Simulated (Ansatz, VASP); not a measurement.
## Two plane-wave programs on AlN

```
Al N
1.0
     3.26200    0.00000    0.00000
    -1.63100    2.82497    0.00000
     0.00000    0.00000    4.34830
Al N
2 2
Direct
  0.33333 0.66667 0.75000
  0.66667 0.33333 0.25000
  0.33333 0.66667 0.25000
  0.66667 0.33333 0.75000
```

Alike in both runs: task single point; functional PBEsol; k mesh 9 × 9 × 6; occupations gaussian, width 0.05 eV; no spin polarisation.

|  | VASP | Ansatz |
| --- | --- | --- |
| version | VASP 6.6.1 | Ansatz 0.2.0 |
| potentials or method | VASP PAW PBE potentials, release 64 (Al, N), cutoff 520 eV | scalar-relativistic, plane waves, PAW |
| valence electrons in the cell | 16 | 16 |

|  | VASP | Ansatz | Ansatz less VASP |
| --- | --- | --- | --- |
| gap on the k mesh at the Fermi level (eV) | 3.01 | 2.99 | -0.013 |
| least direct gap on the mesh (eV) | 3.01 | 2.99 | -0.013 |
| pressure (GPa) | -2.5 | -2.5 | +0.05 |
| traceless stress, the component that is largest in VASP (GPa) | -6.27 | -6.20 | +0.070 |

VASP's potentials were made for PBE, not for PBEsol.
